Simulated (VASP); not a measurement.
CdSe (lda), 4 atoms in the cell. The structure is hexagonal, space group P6_3mc (No. 186). The conventional cell has a = 3.892 Å, b = 3.892 Å, c = 6.672 Å, α = 90.00°, β = 90.00°, γ = 120.00°. Cd (site symmetry 3m) has 4 Se at 2.41 to 2.43 Å within 3.2 Å. Se (site symmetry 3m) has 4 Cd at 2.41 to 2.43 Å within 3.2 Å. 

* Program: VASP 6.6.1
* Task: single point
* Functional: LDA
* Potentials or basis: VASP PAW LDA potentials, release 64 (Cd, Se)
* Cutoff: 520 eV
* k mesh: 9 × 9 × 4
* Occupations: gaussian, width 0.02 eV
* Spin: no spin polarisation
* Dipole correction: no
* Further INCAR settings: ALGO = Normal; EDIFF = 1e-06; NBANDS = 26

Potentials or basis: VASP PAW LDA potentials, release 64 (Cd, Se).

Launch:

```sh
$ cat potpaw_LDA.64/Cd/POTCAR potpaw_LDA.64/Se/POTCAR > POTCAR
$ mpirun -np 1 vasp_std > vasp.out
```

Hardware: 1 thread of Intel(R) Xeon(R) 6975P-C (Granite Rapids) (shared host).

Q: How long does it take, and how much memory?

A: It took 31 s on 1 thread of Intel(R) Xeon(R) 6975P-C (Granite Rapids), on a shared host, peak memory 0.2 GiB. Counts: scf iterations 12, k points 36.
